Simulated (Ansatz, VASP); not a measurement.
# Two plane-wave programs on B2W

```xyz
3
Lattice="2.9870 0.0000 0.0000 -1.4935 2.5869 0.0000 0.0000 0.0000 3.3099" Properties=species:S:1:pos:R:3 pbc="T T T"
B     0.0000    1.7246    1.6550
B     1.4935    0.8623    1.6550
W     0.0000    0.0000    0.0000
```

Alike in both runs: functional LDA; k mesh 18 × 18 × 12; occupations fermi-dirac, width 0.15 eV; no spin polarisation.

Ansatz relaxed the structure, and its values are those at the end. VASP's run is a single point on that final structure, the one shown.

|  | VASP | Ansatz |
| --- | --- | --- |
| version | VASP 6.6.1 | Ansatz 0.2.0 |
| potentials or method | VASP PAW LDA potentials, release 64 (B, W_sv), cutoff 520 eV | scalar-relativistic, plane waves, PAW |
| valence electrons in the cell | 20 | 20 |

```tsv
	VASP	Ansatz	Ansatz less VASP
gap on the k mesh at the Fermi level (eV)	none	none	-
pressure (GPa)	1.6	0.0	-1.62
```

LDA's correlation is that of Perdew and Zunger in VASP and of Perdew and Wang (1992) in Ansatz. A gap of «none» marks a metal or a gap that the smearing closes.

Spin-orbit coupling is off throughout.
